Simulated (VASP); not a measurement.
Write the native input for VASP 6.6.1 that does the following.

| Property | Result |
| --- | --- |
| Task | single point |
| Functional | PBE |
| Potentials or basis | VASP PAW PBE potentials, release 64 (Re) |
| Cutoff | 520 eV |
| k mesh | 22 × 22 × 22 |
| Occupations | gaussian, width 0.15 eV |
| Spin | no spin polarisation |
| Dipole correction | no |
| Further INCAR settings | ALGO = Fast; EDIFF = 1e-07; NBANDS = 10 |

The structure of Re lies in POSCAR:

```
Re
1.0
   -0.2084942704      1.8764484337      1.8764484337
    1.8764484337     -0.2084942704      1.8764484337
    1.8764484337      1.8764484337     -0.2084942704
Re
1
Direct
    0.0000000000      0.0000000000      0.0000000000
```

This cell differs from its parent crystal: ratio of the length along [111] to the lengths across it x 0.85, volume and fractional coordinates fixed.

The input as run:

INCAR

```
ALGO = Fast
EDIFF = 1E-7
ENCUT = 520
GGA = PE
ISIF = 2
ISMEAR = 0
LASPH = T
LCHARG = F
LREAL = F
LWAVE = F
NBANDS = 10
NELM = 80
PREC = Accurate
SIGMA = 0.15
```

KPOINTS

```
k-points
0
Gamma
  22 22 22
```

Potentials or basis: VASP PAW PBE potentials, release 64 (Re).

Run with:

```sh
$ cat potpaw_PBE.64/Re/POTCAR > POTCAR
$ mpirun -np 1 vasp_std > vasp.out
```

It gave:

| Property | Result |
| --- | --- |
| Pressure | -1.5 GPa |
| Band gap on the k mesh | zero (an odd number of electrons rules out a gap without spin polarisation) |

Caveat: spin-orbit coupling is left out, which moves the levels of the heavy elements.

Run time: 2.1 min on 1 thread of Intel(R) Xeon(R) Platinum 8259CL CPU @ 2.50GHz (Skylake/Cascade Lake), with other jobs on the host, peak memory 0.27 GiB.
